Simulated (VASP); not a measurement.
# Al in VASP: further runs

Al is run at these levels: PBE; tasks: single point.

Program: VASP 6.6.1. These are calculated values, not measurements. Logs are shortened: lines on timing, memory, paths and dates and some standing lists are left out, and cuts for length are marked.

### Step 1. The cell of the first run

It takes space group C2/m (No. 12, monoclinic). Conventional cell: a = 4.898 Å, b = 2.873 Å, c = 2.836 Å, α = 90.00°, β = 123.98°, γ = 90.00°. Within 3.7 Å of Al (site symmetry 2/m) lie 12 Al at 2.84 to 2.89 Å.

### Step 2. Single point, PBE

Contents of INCAR:

```
PREC = Accurate ; ENCUT = 520
EDIFF = 1E-7 ; ISMEAR = 0
SIGMA = 0.1 ; LREAL = F
LASPH = T ; NELM = 60
ALGO = Fast ; ISIF = 2
LWAVE = F ; LCHARG = F
GGA = PE ; NBANDS = 10
ISYM = 0
```

Contents of KPOINTS:

```
Automatic mesh
0
Gamma
  9 6 24
```

Contents of POSCAR:

```
Al
1.0
    4.0623039782     -0.0000000008      0.0490772456
   -0.0000000011      5.7453846150      0.0000001840
   -2.0140064048      1.4363461997      1.3932506839
Al
2
Direct
    0.0000000000      0.5000000000      0.0000000000
    0.0000000000      0.0000000000      0.0000000000
```

Potentials or basis: VASP PAW PBE potentials, release 64 (Al).

On the command line:

```console
$ cat potpaw_PBE.64/Al/POTCAR > POTCAR
$ mpirun -np 1 vasp_std > vasp.out
```

OUTCAR:

```text
PREC = Accurate
   ENCUT = 520
   EDIFF = 1E-7
   ISMEAR = 0
   LREAL = F
   LASPH = T
   NELM = 60
   ISIF = 2
   GGA = PE
   ISYM = 0

 ion  position               nearest neighbor table
   1  0.000  0.500  0.000-   2 2.84   2 2.84   2 2.87   2 2.87   2 2.89   2 2.89
   2  0.000  0.000  0.000-   1 2.84   1 2.84   1 2.87   1 2.87   1 2.89   1 2.89

IMPORTANT INFORMATION: All symmetrisations will be switched off!
NOSYMM: (Re-)initialisation of all symmetry stuff for point group C_1.

----------------------------------------------------------------------------------------

                                     Primitive cell

  volume of cell :      33.0857

  direct lattice vectors                    reciprocal lattice vectors
     4.062303978 -0.000000001  0.049077246     0.241940517 -0.000000011  0.349735890
    -0.000000001  5.745384615  0.000000184     0.002130588  0.174052757 -0.176356631
    -2.014006405  1.436346200  1.393250684    -0.008522353 -0.000000023  0.705426503

  length of vectors
     4.062600422  5.745384615  2.839094868     0.425265101  0.247791370  0.705477981

  position of ions in fractional coordinates (direct lattice)
     0.000000000  0.500000000  0.000000000
     0.000000000  0.000000000  0.000000000

  ion indices of the primitive-cell ions
   primitive index   ion index
                 1           1
                 2           2

----------------------------------------------------------------------------------------

 KPOINTS: Automatic mesh

Automatic generation of k-mesh.
 Grid dimensions read from file:
 generate k-points for:    9    6   24

 Generating k-lattice:

  Cartesian coordinates                     Fractional coordinates (reciprocal lattice)
     0.026882280 -0.000000001  0.038859543     0.111111111 -0.000000000  0.000000000
     0.000355098  0.029008793 -0.029392772     0.000000000  0.166666667 -0.000000000
    -0.000355098 -0.000000001  0.029392771     0.000000000  0.000000000  0.041666667

  Length of vectors
     0.047251678  0.041298562  0.029394916

  Shift w.r.t. Gamma in fractional coordinates (k-lattice)
     0.000000000  0.000000000  0.000000000

 -----------------------------------------------------------------------------
|                                                                             |
|           W    W    AA    RRRRR   N    N  II  N    N   GGGG   !!!           |
|           W    W   A  A   R    R  NN   N  II  NN   N  G    G  !!!           |
|           W    W  A    A  R    R  N N  N  II  N N  N  G       !!!           |
|           W WW W  AAAAAA  RRRRR   N  N N  II  N  N N  G  GGG   !            |
|           WW  WW  A    A  R   R   N   NN  II  N   NN  G    G                |
|           W    W  A    A  R    R  N    N  II  N    N   GGGG   !!!           |
|                                                                             |
|     Your reciprocal lattice and k-lattice belong to different lattice       |
|     classes:                                                                |
|                                                                             |
|        The reciprocal lattice is triclinic,                                 |
|        whereas your k-lattice is simple monoclinic.                         |
|                                                                             |
|     Results are often still useful ...                                      |
|                                                                             |
 -----------------------------------------------------------------------------

 Subroutine IBZKPT returns following result:
 ===========================================

 Found    650 irreducible k-points:

 Following reciprocal coordinates:
            Coordinates               Weight
  0.000000  0.000000  0.000000      1.000000
  0.111111 -0.000000 -0.000000      2.000000
  0.222222 -0.000000  0.000000      2.000000
  0.333333  0.000000  0.000000      2.000000
  0.444444 -0.000000  0.000000      2.000000
 -0.000000  0.166667 -0.000000      2.000000
[... 16 lines left out ...]
 -0.111111  0.333333  0.000000      2.000000
  0.000000  0.500000  0.000000      1.000000
 [... further k-points ...]
   k-points           NKPTS =    650   k-points in BZ     NKDIM =    650   number of bands    NBANDS=     10
   number of dos      NEDOS =    301   number of ions     NIONS =      2
   total plane-waves  NPLWV =  34560
   dimension x,y,z NGX =    30 NGY =   48 NGZ =   24
   dimension x,y,z NGXF=    60 NGYF=   96 NGZF=   48
   ions per type =               2
   NGX,Y,Z   is equivalent  to a cutoff of  12.28, 13.89, 14.05 a.u.
   NGXF,Y,Z  is equivalent  to a cutoff of  24.55, 27.78, 28.11 a.u.
 SYSTEM =  unknown system
   PREC   = accura    normal or accurate (medium, high low for compatibility)
   ISTART =      0    job   : 0-new  1-cont  2-samecut
   ICHARG =      2    charge: 1-file 2-atom 10-const
   ISPIN  =      1    spin polarized calculation?
   LNONCOLLINEAR =      F non collinear calculations
   LSORBIT =      F    spin-orbit coupling
   LASPH  =      T    aspherical Exc in radial PAW
   ENCUT  =  520.0 eV  38.22 Ry    6.18 a.u.   7.55 10.68  5.28*2*pi/ulx,y,z
   NELM   =     60;   NELMIN=  2; NELMDL= -5     # of ELM steps
   EDIFF  = 0.1E-06   stopping-criterion for ELM
   LREAL  =      F    real-space projection
   EDIFFG = 0.1E-05   stopping-criterion for IOM
   NSW    =      0    number of steps for IOM
   IBRION =     -1    ionic relax: 0-MD 1-quasi-New 2-CG
   NFREE  =      0    steps in history (QN), initial steepest desc. (CG)
   ISIF   =      2    stress and relaxation
   ISYM   =      0    0-nonsym 1-usesym 2-fastsym
   POTIM  = 0.5000    time-step for ionic-motion
   TEBEG  =    0.0;   TEEND  =   0.0 temperature during run
   PSTRESS=    0.0 pullay stress
   NELECT =       6.0000    total number of electrons
   NUPDOWN=      -1.0000    fix difference up-down
   EMIN   =  10.00;   EMAX   =-10.00  energy-range for DOS
   EFERMI =   0.00;   METHOD = LEGACY
   ISMEAR =     0;   SIGMA  =   0.10  broadening in eV -4-tet -1-fermi 0-gaus
   EFERMI_NEDOS =   21; number of points for ismear=-14 and -15
   IALGO  =     68    algorithm
   IMIX   =      4    mixing-type and parameters
     AMIX     =   0.40;   BMIX     =  1.00
     AMIX_MAG =   1.60;   BMIX_MAG =  1.00
  volume/ion in A,a.u.               =      16.54       111.64
  Fermi-wavevector in a.u.,A,eV,Ry     =   0.926642  1.751100 11.682853  0.858665
  Thomas-Fermi vector in A             =   2.052626
   LORBIT       =      0    0 simple, 1 ext, 2 COOP (PROOUT), +10 PAW based schemes
   GGA     = PE    functional components
   LHFCALC =     F    Hartree Fock is set to
   AEXX    =    0.0000 exact exchange contribution
   IVDW    =     0    specifies the selected vdW correction
   LEPSILON=     F    determine dielectric tensor
   LRPA    =     F    only Hartree local field effects (RPA)
 non-spin polarized calculation
 RMM-DIIS sequential band-by-band and
 Gauss-broadening in eV      SIGMA  =   0.10
  energy-cutoff  :      520.00
  volume of cell :       33.09
 maximum number of plane-waves:       909
 NGX is ok and might be reduce to    30
   NGX = 15   NGY = 21   NGZ = 11

 number of electron       6.0000000 magnetization

 Free energy of the ion-electron system (eV)
  ---------------------------------------------------
  ext. energy  EPLUGINS =         0.00000000
  ---------------------------------------------------
  free energy    TOTEN  =        -7.49076269 eV

  energy without entropy =       -7.48580220  energy(sigma->0) =       -7.48828245

 E-fermi :   7.9997     XC(G=0): -10.1868

 val. band max:        7.9791499171   @ k =   0.0000   0.3333   0.4583
 cond. band min:       8.0049749423   @ k =  -0.3333   0.0000   0.2083
 fundamental gap:      0.0258250252
 Fermi energy:         7.9997443874

 k-point     1 :       0.0000    0.0000    0.0000
  band No.  band energies     occupation
      1      -3.1437      2.00000
      2       5.0869      2.00000
      3       6.4186      2.00000
      4      13.1896      0.00000
      5      13.2119      0.00000
      6      13.8325      0.00000
      7      17.0011      0.00000
      8      20.2665      0.00000
      9      20.3936      0.00000
     10      21.0680      0.00000

 k-point     2 :       0.1111   -0.0000   -0.0000
  band No.  band energies     occupation
      1      -2.8136      2.00000
      2       4.0273      2.00000
      3       8.0807      0.25200
      4      10.3042      0.00000
      5      14.1077      0.00000
      6      15.2423      0.00000
      7      16.5844      0.00000
      8      18.7142      0.00000
      9      19.6141      0.00000
     10      20.1301      0.00000

 k-point     3 :       0.2222   -0.0000    0.0000
  band No.  band energies     occupation
      1      -1.8277      2.00000
      2       3.0934      2.00000
      3       7.6381      2.00000
      4      10.8524      0.00000
      5      12.2412      0.00000
      6      14.9443      0.00000
      7      16.5373      0.00000
      8      18.8978      0.00000
      9      19.3401      0.00000
     10      22.5048      0.00000

 k-point     4 :       0.3333    0.0000    0.0000
  band No.  band energies     occupation
      1      -0.1994      2.00000
      2       2.7578      2.00000
      3       5.5165      2.00000
      4       8.3111      0.00001
      5      14.1723      0.00000
      6      16.3458      0.00000
      7      18.1354      0.00000
      8      18.6939      0.00000
      9      19.0561      0.00000
     10      21.3998      0.00000
[... 222 lines left out ...]
 k-point    22 :      -0.2222    0.3333   -0.0000
  band No.  band energies     occupation
      1      -0.4894      2.00000
      2       0.4828      2.00000
      3       8.8618      0.00000
      4       9.8492      0.00000
      5      15.7253      0.00000
      6      16.1253      0.00000
      7      16.8869      0.00000
      8      17.7696      0.00000
      9      18.3121      0.00000
     10      18.6537      0.00000

 k-point    23 :      -0.1111    0.3333    0.0000
  band No.  band energies     occupation
      1      -1.1466      2.00000
      2      -0.1469      2.00000
      3      11.8563      0.00000
      4      12.7232      0.00000
      5      15.1076      0.00000
      6      15.5338      0.00000
      7      16.3564      0.00000
      8      16.8531      0.00000
      9      17.6446      0.00000
     10      18.0007      0.00000

 k-point    24 :       0.0000    0.5000    0.0000
  band No.  band energies     occupation
      1      -0.8894      2.00000
      2      -0.8894      2.00000
      3      15.1444      0.00000
      4      15.1444      0.00000
      5      15.3436      0.00000
      6      15.3436      0.00000
      7      15.8063      0.00000
      8      15.8063      0.00000
      9      16.3195      0.00000
     10      16.3195      0.00000

 [... further k-points ...]
[... 5 lines left out ...]
  --------------------------------------------------------------------------------------
  -------------------------------------------------------------------------------------
  Total       -0.1043891      0.0528315     -0.0105965     -0.0000007      0.0000006      0.0002570
  in kB       -5.0550547      2.5583724     -0.5131371     -0.0000360      0.0000308      0.0124473
  external PRESSURE =      -1.0032731 kB  Pullay stress =       0.0000000 kB

 VOLUME and BASIS-vectors are now :
 -----------------------------------------------------------------------------
  energy-cutoff  :      520.00
  volume of cell :       33.09
      direct lattice vectors                 reciprocal lattice vectors
     4.062303978 -0.000000001  0.049077246     0.241940517 -0.000000011  0.349735890
    -0.000000001  5.745384615  0.000000184     0.002130588  0.174052757 -0.176356631
    -2.014006405  1.436346200  1.393250684    -0.008522353 -0.000000023  0.705426503

 POSITION                                       TOTAL-FORCE (eV/Angst)
 -----------------------------------------------------------------------------------
     -0.00000      2.87269      0.00000        -0.000000     -0.000000      0.000000
      0.00000      0.00000      0.00000         0.000000      0.000000     -0.000000
 -----------------------------------------------------------------------------------
    total drift:                               -0.000000     -0.000000      0.000000

  FREE ENERGIE OF THE ION-ELECTRON SYSTEM (eV)
  ---------------------------------------------------
  free  energy   TOTEN  =        -7.4907626901 eV

  energy  without entropy=       -7.4858022012  energy(sigma->0) =       -7.48828245
```

Run time: 1.9 min. Hardware: 1 thread of Intel Xeon 6975P-C (Granite Rapids), shared host; peak memory 0.31 GiB.

What came out:

| Property | Result |
| --- | --- |
| Free energy | -7.4908 eV |
| Pressure | -0.1 GPa |
| Band gap on the k mesh | zero (band 3 reaches 15.14 eV, above the bottom of band 4 at 3.97 eV) |

Levels at points of the mesh, in eV from the Fermi level:
```csv
k point,band 1,band 2,band 3,band 4,band 5,band 6,band 7,band 8
"(0.00, 0.00, 0.00)",-11.14,-2.91,-1.58,5.19,5.21,5.83,9.00,12.27
"(0.00, 0.50, 0.00)",-8.89,-8.89,7.14,7.14,7.34,7.34,7.81,7.81
"(0.00, 0.00, 0.50)",-3.00,-2.91,-1.71,-1.58,5.19,5.21,5.27,5.40
"(0.00, 0.50, 0.50)",-0.95,-0.95,-0.82,-0.82,0.14,0.14,1.08,1.08
```

(Part 1 of 2 ends here.)
